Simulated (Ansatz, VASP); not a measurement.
## Two plane-wave programs on InAs

```
In As
1.0
     0.00000    3.09420    3.09420
     3.09420    0.00000    3.09420
     3.09420    3.09420    0.00000
In As
1 1
Direct
  0.75000 0.75000 0.75000
  0.00000 0.00000 0.00000
```

Alike in both runs: functional PBE; k mesh 12 × 12 × 12; occupations gaussian, width 0.1 eV; no spin polarisation.

Ansatz relaxed the structure, and its values are those at the end. VASP's run is a single point on that final structure, the one shown.

```csv
,VASP,Ansatz
version,VASP 6.6.1,Ansatz 0.2.0
potentials or method,"VASP PAW PBE potentials, release 64 (In_d, As), cutoff 520 eV","scalar-relativistic, plane waves, PAW"
valence electrons in the cell,18,28
```

|  | VASP | Ansatz | Ansatz less VASP |
| --- | --- | --- | --- |
| gap on the k mesh at the Fermi level (eV) | none | none | - |
| pressure (GPa) | 0.0 | 0.0 | -0.05 |

A gap of «none» marks a metal or a gap that the smearing closes. The functional is the same, so the differences come from potentials, cutoffs and numerics. VASP's potentials hold 18 valence electrons a cell and Ansatz's 28, so a difference there can come from the potentials and not from the codes.
